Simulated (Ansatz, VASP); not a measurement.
# Two plane-wave programs on Ba

```
CELL_PARAMETERS angstrom
4.43140 0.00000 0.00000
-2.21570 3.83770 0.00000
0.00000 0.00000 14.47295
ATOMIC_POSITIONS crystal
Ba 0.00000 0.00000 0.00000
Ba 0.00000 0.00000 0.50000
Ba 0.33333 0.66667 0.25000
Ba 0.66667 0.33333 0.75000
```

Alike in both runs: task single point; functional PBE; k mesh 9 × 9 × 3; occupations fermi-dirac, width 0.1 eV; no spin polarisation.

|  | VASP | Ansatz |
| --- | --- | --- |
| version | VASP 6.6.1 | Ansatz 0.2.0 |
| potentials or method | VASP PAW PBE potentials, release 64 (Ba_sv), cutoff 520 eV | plane waves (420 eV) with PAW, scalar-relativistic |
| valence electrons in the cell | 40 | 40 |

|  | VASP | Ansatz | Ansatz less VASP |
| --- | --- | --- | --- |
| pressure (GPa) | 0.4 | 0.4 | -0.06 |

Neither program's run includes spin-orbit coupling.
